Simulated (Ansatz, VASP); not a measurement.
**Two plane-wave programs on LiFeN**

```
Fe N Li
1.0
     3.10060    0.00000    0.00000
    -1.55030    2.68520    0.00000
     0.00000    0.00000    4.14534
Fe N Li
1 1 1
Direct
  0.33333 0.66667 0.50000
  0.00000 0.00000 0.50000
  0.00000 0.00000 0.00000
```

Alike in both runs: functional PBE; k mesh 10 × 10 × 7; occupations fermi-dirac, width 0.05 eV; collinear spin; Hubbard terms Fe d U = 6.0 eV.

|  | VASP | Ansatz |
| --- | --- | --- |
| version | VASP 6.6.1 | Ansatz 0.2.0 |
| potentials or method | VASP PAW PBE potentials, release 64 (Fe, N, Li_sv) | Ansatz PAW |
| plane-wave cutoff (eV) | 520 | 420 |
| valence electrons in the cell | 16 | 24 |
| task | single point | projected density of states |

|  | VASP | Ansatz | Ansatz less VASP |
| --- | --- | --- | --- |
| gap on the k mesh at the Fermi level (eV) | none | none | - |
| net moment per atom (μB) | 1.21 | 1.18 | -0.029 |
| size of the moment on the site where the two differ most (μB) | 3.62 | 2.91 | -0.716 |

Site moments also hang on the region over which each program counts them. The programs project onto different local orbitals, so the same U acts differently, and such runs can settle in different states. A gap of «none» marks a metal or a gap that the smearing closes. VASP's potentials hold 16 valence electrons a cell and Ansatz's 24, so a difference there can come from the potentials and not from the codes.

Noted on VASP's run: the cutoff is under 1.25 times that of the potentials, so the pressure is a little rough. Noted on Ansatz's run: the magnetic or orbital state may not be the lowest.
